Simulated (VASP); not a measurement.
## CoO: single point with PBEsol

Crystal: CoO.

```
CELL_PARAMETERS angstrom
1.56951 0.90616 2.51408
-1.56951 0.90616 2.51408
0.00000 -1.81232 2.51408
ATOMIC_POSITIONS crystal
Co 0.99898 0.99898 0.99898
O 0.75102 0.75102 0.75102
```

- Program: VASP 6.6.1
- Task: single point
- Functional: PBEsol
- Potentials or basis: VASP PAW PBE potentials, release 64 (Co, O)
- Cutoff: 520 eV
- k mesh: 10 × 10 × 10
- Occupations: fermi-dirac, width 0.05 eV
- Spin: collinear spin, ferromagnetic start
- Starting moments: [2.0, 0.0] μB

The pressure is -2.4 GPa, the largest force is 0.289 eV/Å and the net moment is 2.36 μB per cell. The site moments are Co +2.06; O +0.24 μB and the valence electrons inside the program's atomic spheres are Co 8.15; O 4.98.

Forces in eV/Å, atoms in the order of the input:
```
Co   0.000  0.000  0.289
O    0.000  0.000 -0.289
```

Stress tensor (GPa, compression positive):
```
-4.42  0.00  0.00
 0.00 -4.42  0.00
 0.00  0.00  1.49
```

Levels at points of the mesh, in eV from the Fermi level:
Spin up:
```csv
k point,band 6,band 7,band 8,band 9,band 10,band 11,band 12,band 13
"(0.00, 0.00, 0.00)",-2.12,0.25,0.58,0.58,0.74,14.42,14.42,15.04
"(0.50, 0.00, 0.00)",-2.03,-2.02,-0.29,-0.22,5.96,7.19,13.96,14.32
"(0.50, 0.50, 0.00)",-1.77,-1.61,-1.46,-1.39,5.43,10.40,11.46,14.68
"(0.50, 0.50, 0.50)",-2.05,-2.05,-0.41,-0.41,5.92,7.53,13.85,13.85
```
Spin down:
| k point | band 4 | band 5 | band 6 | band 7 | band 8 | band 9 |
| --- | --- | --- | --- | --- | --- | --- |
| (0.00, 0.00, 0.00) | -5.50 | -0.57 | -0.57 | 0.63 | 2.55 | 2.55 |
| (0.50, 0.00, 0.00) | -5.27 | -0.36 | -0.34 | 0.02 | 1.63 | 1.66 |
| (0.50, 0.50, 0.00) | -4.93 | -1.19 | -0.14 | 0.01 | 0.70 | 0.77 |
| (0.50, 0.50, 0.50) | -5.21 | -0.32 | -0.32 | -0.16 | 1.50 | 1.50 |

Wall time 68 s on 1 thread of AMD EPYC 9R45 96-Core Processor (Zen 5), with other jobs on the host, peak memory 0.17 GiB.

Caveat: the PAW data sets were made with another functional, which shifts forces and pressure a little; a cell with one magnetic atom can't hold antiferromagnetic order, which such compounds often take; semilocal functionals often make such compounds metallic where correlation or magnetic order opens a gap, which also shifts bond lengths. With open d or f shells a metallic result of PBEsol can be an artefact of self-interaction; +U or a hybrid may open a gap.
